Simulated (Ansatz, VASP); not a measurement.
As in VASP and in Ansatz

```
As
1.0
    -1.37972    1.37972    1.37972
     1.37972   -1.37972    1.37972
     1.37972    1.37972   -1.37972
As
1
Cartesian
  0.0000 0.0000 0.0000
```

Change from the starting cell: volume scaled by 0.55, LAPW.

Alike in both runs: task single point; functional PBE; k mesh 16 × 16 × 16; occupations fermi-dirac, width 0.05 eV; no spin polarisation.

```csv
,VASP,Ansatz
version,VASP 6.6.1,Ansatz 0.2.0
potentials or method,"VASP PAW PBE potentials, release 64 (As), cutoff 520 eV","all-electron LAPW, scalar-relativistic"
```

|  | VASP | Ansatz | Ansatz less VASP |
| --- | --- | --- | --- |
| pressure (GPa) | 178.9 | 173.6 | -5.29 |

Both programs put the cell under a high pressure, so it lies far from rest at this level. Ansatz ran all-electron here, and VASP with PAW potentials.

Noted on VASP's run: the cell as given lies far from equilibrium.
